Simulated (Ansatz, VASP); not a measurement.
## C in VASP and in Ansatz

INCAR

```
SYSTEM = C
ALGO = Normal
EDIFF = 1E-7
ENCUT = 520
GGA = PS
ISIF = 2
ISMEAR = -1
LASPH = .True.
LCHARG = .False.
LREAL = .False.
LWAVE = .False.
NBANDS = 11
NELM = 100
PREC = Accurate
SIGMA = 0.1
```

The input KPOINTS:

```
k-points
0
Gamma
  20 20 20
  0 0 0
```

The input POSCAR:

```
C
1.0
    0.0000000000      1.6495351012      1.6495351012
    1.6495351012      0.0000000000      1.6495351012
    1.6495351012      1.6495351012      0.0000000000
C
2
Direct
   -0.1250000000     -0.1250000000     -0.1250000000
    0.1250000000      0.1250000000      0.1250000000
```

Input for Ansatz:

```yaml
crystal:
  lattice:
    - [0.0, 1.6495351012, 1.6495351012]
    - [1.6495351012, 0.0, 1.6495351012]
    - [1.6495351012, 1.6495351012, 0.0]
  atoms:
    - { symbol: C, position: [-0.125, -0.125, -0.125] }
    - { symbol: C, position: [0.125, 0.125, 0.125] }
kpoints:
  mp_grid: { grid: [20, 20, 20] }
scf:
  occupations: { method: fermi_dirac, width: 0.1 }
hamiltonian:
  xc: pbesol
  pseudopotentials: { kind: all_electron, lapw: { basis_error: 0.001 } }
output:
  forces: true
  stress: true
  eigenvalues: true
  populations: true
```

Change from the starting cell: volume scaled by 0.8, LAPW.

Alike in both runs: task single point; functional PBEsol; k mesh 20 × 20 × 20; occupations fermi-dirac, width 0.1 eV; no spin polarisation.

|  | VASP | Ansatz |
| --- | --- | --- |
| version | VASP 6.6.1 | Ansatz 0.2.0 |
| potentials or method | VASP PAW PBE potentials, release 64 (C), cutoff 520 eV | all-electron LAPW, scalar-relativistic |

```csv
,VASP,Ansatz,Ansatz less VASP
gap on the k mesh at the Fermi level (eV),4.57,4.59,+0.010
pressure (GPa),152.3,150.1,-2.16
```

VASP's potentials were made for PBE, not for PBEsol. Both programs put the cell under a high pressure, so it lies far from rest at this level. Ansatz ran all-electron here, and VASP with PAW potentials.

Noted on VASP's run: the cell as given lies far from equilibrium.
